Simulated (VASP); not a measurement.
# BeSe (F-43m) in VASP: single point with PBE

Aim: the single point of BeSe with PBE.

Everything below comes from runs of VASP 6.6.1. Logs are shortened: lines on timing, memory, paths and dates and some standing lists are left out, and cuts for length are marked.

## 1. The cell of the first run

It takes space group F-43m (No. 216, cubic). The conventional cell has a = 4.886 Å, b = 4.886 Å, c = 4.886 Å, α = 90.00°, β = 90.00°, γ = 90.00°. Be (site symmetry -43m) has 4 Se at 2.12 Å within 2.8 Å. Within 2.8 Å of Se (site symmetry -43m) lie 4 Be at 2.12 Å.

## 2. Single point, PBE (strained)

INCAR reads:

```
ALGO = Normal ; EDIFF = 1E-6
ENCUT = 600 ; GGA = PE
GGA_COMPAT = F ; ISIF = 2
ISMEAR = 0 ; LASPH = T
LCHARG = T ; LELF = T
LREAL = F ; LVHAR = T
LWAVE = F ; NBANDS = 11
NELM = 120 ; PREC = Accurate
SIGMA = 0.02
```

KPOINTS reads:

```
k-points
0
Gamma
  8 8 8
```

POSCAR reads:

```
BeSe
1.0
    0.0000000000      2.4431823000      2.4431823000
    2.4431823000      0.0000000000      2.4431823000
    2.4431823000      2.4431823000      0.0000000000
Be Se
1 1
Direct
    0.0000000000      0.0000000000      0.0000000000
    0.7500000000      0.7500000000      0.7500000000
```

Potentials or basis: VASP PAW PBE potentials, release 64 (Be, Se).

The run is started by

```console
$ cat potpaw_PBE.64/Be/POTCAR potpaw_PBE.64/Se/POTCAR > POTCAR
$ mpirun -np 1 vasp_std > vasp.out
```

OUTCAR:

```text
EDIFF = 1E-6
   ENCUT = 600
   GGA = PE
   ISIF = 2
   ISMEAR = 0
   LASPH = T
   LREAL = F
   NELM = 120
   PREC = Accurate

 ion  position               nearest neighbor table
   1  0.000  0.000  0.000-   2 2.12   2 2.12   2 2.12   2 2.12
   2  0.750  0.750  0.750-   1 2.12   1 2.12   1 2.12   1 2.12

  LATTYP: Found a face centered cubic cell.
 ALAT       =     4.8863646000

  Lattice vectors:

 A1 = (   0.0000000000,   2.4431823000,   2.4431823000)
 A2 = (   2.4431823000,   0.0000000000,   2.4431823000)
 A3 = (   2.4431823000,   2.4431823000,   0.0000000000)

Analysis of symmetry for initial positions (statically):
=====================================================================
 Subroutine PRICEL returns:
 Original cell was already a primitive cell.

 Routine SETGRP: Setting up the symmetry group for a
 face centered cubic supercell.

 Subroutine GETGRP returns: Found 24 space group operations
 (whereof 24 operations were pure point group operations)
 out of a pool of 48 trial point group operations.

The static configuration has the point symmetry T_d .

Analysis of symmetry for dynamics (positions and initial velocities):
=====================================================================
 Subroutine PRICEL returns:
 Original cell was already a primitive cell.

 Routine SETGRP: Setting up the symmetry group for a
 face centered cubic supercell.

 Subroutine GETGRP returns: Found 24 space group operations
 (whereof 24 operations were pure point group operations)
 out of a pool of 48 trial point group operations.

The dynamic configuration has the point symmetry T_d .

 Subroutine INISYM returns: Found 24 space group operations
 (whereof 24 operations are pure point group operations),
 and found     1 'primitive' translations

----------------------------------------------------------------------------------------

                                     Primitive cell

  volume of cell :      29.1674

  direct lattice vectors                    reciprocal lattice vectors
     0.000000000  2.443182300  2.443182300    -0.204651122  0.204651122  0.204651122
     2.443182300  0.000000000  2.443182300     0.204651122 -0.204651122  0.204651122
     2.443182300  2.443182300  0.000000000     0.204651122  0.204651122 -0.204651122

  length of vectors
     3.455181544  3.455181544  3.455181544     0.354466142  0.354466142  0.354466142

  position of ions in fractional coordinates (direct lattice)
     0.000000000  0.000000000  0.000000000
     0.750000000  0.750000000  0.750000000

  ion indices of the primitive-cell ions
[... 85 lines left out ...]
   PSTRESS=    0.0 pullay stress
   NELECT =       8.0000    total number of electrons
   NUPDOWN=      -1.0000    fix difference up-down
   EMIN   =  10.00;   EMAX   =-10.00  energy-range for DOS
   EFERMI =   0.00;   METHOD = LEGACY
   ISMEAR =     0;   SIGMA  =   0.02  broadening in eV -4-tet -1-fermi 0-gaus
   EFERMI_NEDOS =   21; number of points for ismear=-14 and -15
   IALGO  =     38    algorithm
   IMIX   =      4    mixing-type and parameters
     AMIX     =   0.40;   BMIX     =  1.00
     AMIX_MAG =   1.60;   BMIX_MAG =  1.00
  volume/ion in A,a.u.               =      14.58        98.42
  Fermi-wavevector in a.u.,A,eV,Ry     =   1.063667  2.010039 15.393457  1.131387
  Thomas-Fermi vector in A             =   2.199159
   LORBIT       =      0    0 simple, 1 ext, 2 COOP (PROOUT), +10 PAW based schemes
   GGA     = PE    functional components
   LHFCALC =     F    Hartree Fock is set to
   AEXX    =    0.0000 exact exchange contribution
   IVDW    =     0    specifies the selected vdW correction
   LEPSILON=     F    determine dielectric tensor
   LRPA    =     F    only Hartree local field effects (RPA)
 non-spin polarized calculation
 Gauss-broadening in eV      SIGMA  =   0.02
  energy-cutoff  :      600.00
  volume of cell :       29.17
 maximum number of plane-waves:       982
   NGX = 13   NGY = 13   NGZ = 13

 number of electron       8.0000000 magnetization

 Free energy of the ion-electron system (eV)
  ---------------------------------------------------
  ext. energy  EPLUGINS =         0.00000000
  ---------------------------------------------------
  free energy    TOTEN  =        -8.57619142 eV

  energy without entropy =       -8.57619142  energy(sigma->0) =       -8.57619142

 E-fermi :   5.1161     XC(G=0): -10.0716

 val. band max:        4.9507854128   @ k =   0.0000   0.0000   0.0000
 cond. band min:       7.1821118763   @ k =   0.5000   0.5000   0.0000
 fundamental gap:      2.2313264635
 Fermi energy:         5.1160849330

 k-point     1 :       0.0000    0.0000    0.0000
  band No.  band energies     occupation
      1      -9.9607      2.00000
      2       4.9508      2.00000
      3       4.9508      2.00000
      4       4.9508      2.00000
      5       9.8900      0.00000
      6       9.8900      0.00000
      7       9.8900      0.00000
      8      10.5344      0.00000
      9      17.8121      0.00000
     10      17.9111      0.00000
     11      17.9111      0.00000
[... 309 lines left out ...]
 k-point    24 :      -0.3750    0.2500    0.1250
  band No.  band energies     occupation
      1      -7.8773      2.00000
      2      -1.2615      2.00000
      3       1.5327      2.00000
      4       2.6142      2.00000
      5      10.3786      0.00000
      6      11.0288      0.00000
      7      14.0067      0.00000
      8      15.4154      0.00000
      9      15.8041      0.00000
     10      20.3503      0.00000
     11      20.6421      0.00000

 [... further k-points ...]

------------------------ aborting loop because EDIFF is reached ----------------------------------------

  FORCE on cell =-STRESS in cart. coord.  units (eV):
  Direction    XX          YY          ZZ          XY          YZ          ZX
  --------------------------------------------------------------------------------------
  -------------------------------------------------------------------------------------
  Total        3.3905688      3.3905688      3.3905688     -0.0000000     -0.0000000     -0.0000000
  in kB      186.2453858    186.2453858    186.2453858     -0.0000000     -0.0000000     -0.0000000
  external PRESSURE =     186.2453858 kB  Pullay stress =       0.0000000 kB

 VOLUME and BASIS-vectors are now :
 -----------------------------------------------------------------------------
  energy-cutoff  :      600.00
  volume of cell :       29.17
      direct lattice vectors                 reciprocal lattice vectors
     0.000000000  2.443182300  2.443182300    -0.204651122  0.204651122  0.204651122
     2.443182300  0.000000000  2.443182300     0.204651122 -0.204651122  0.204651122
     2.443182300  2.443182300  0.000000000     0.204651122  0.204651122 -0.204651122

 POSITION                                       TOTAL-FORCE (eV/Angst)
 -----------------------------------------------------------------------------------
      0.00000      0.00000      0.00000        -0.000000     -0.000000     -0.000000
      3.66477      3.66477      3.66477         0.000000      0.000000      0.000000
 -----------------------------------------------------------------------------------
    total drift:                               -0.000000     -0.000000     -0.000000

  FREE ENERGIE OF THE ION-ELECTRON SYSTEM (eV)
  ---------------------------------------------------
  free  energy   TOTEN  =        -8.5761914220 eV

  energy  without entropy=       -8.5761914220  energy(sigma->0) =       -8.57619142
```

It took 9.5 s on 1 thread of Intel Xeon Platinum 8375C at 2.90GHz (Ice Lake), shared host; peak memory 0.16 GiB.

What came out:

| Item | Value |
| --- | --- |
| Free energy | -8.5762 eV |
| Pressure | 18.6 GPa |
| Band gap on the k mesh | 2.23 eV (least direct gap 4.94 eV) |

Caveat: the cell differs from its parent crystal (strained); the cell stands under pressure. A k mesh can miss the band edges.
